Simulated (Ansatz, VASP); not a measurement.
## One calculation of V2N3, two programs

```
V N
1.0
     2.92573    0.00000    0.00000
    -1.46286    2.53375    0.00000
     0.00000    0.00000    6.19635
V N
2 3
Cartesian
  1.4629 0.8446 1.8720
  0.0000 1.6892 4.3243
  0.0000 0.0000 3.0982
  0.0000 0.0000 0.6657
  0.0000 0.0000 5.5306
```

Change from the starting cell: strain +0.0525 x Voigt [1, 1, 0, 0, 0, 0], atoms carried along.

Alike in both runs: task single point; functional PBEsol; k mesh 18 × 18 × 8; occupations gaussian, width 0.15 eV; no spin polarisation.

|  | VASP | Ansatz |
| --- | --- | --- |
| version | VASP 6.6.1 | Ansatz 0.2.0 |
| potentials or method | VASP PAW PBE potentials, release 64 (V_sv, N), cutoff 520 eV | scalar-relativistic, plane waves, PAW |
| valence electrons in the cell | 41 | 41 |

|  | VASP | Ansatz | Ansatz less VASP |
| --- | --- | --- | --- |
| gap on the k mesh at the Fermi level (eV) | none | none | - |
| pressure (GPa) | -23.1 | -23.5 | -0.47 |
| traceless stress, the component that is largest in VASP (GPa) | 12.52 | 12.17 | -0.355 |
| rms of the force components (eV/Å) | 0.177 | 0.150 | -0.0267 |

VASP's potentials were made for PBE, not for PBEsol. Atom by atom the forces differ by 0.031 eV/Å (rms over components). A gap of «none» marks a metal or a gap that the smearing closes.
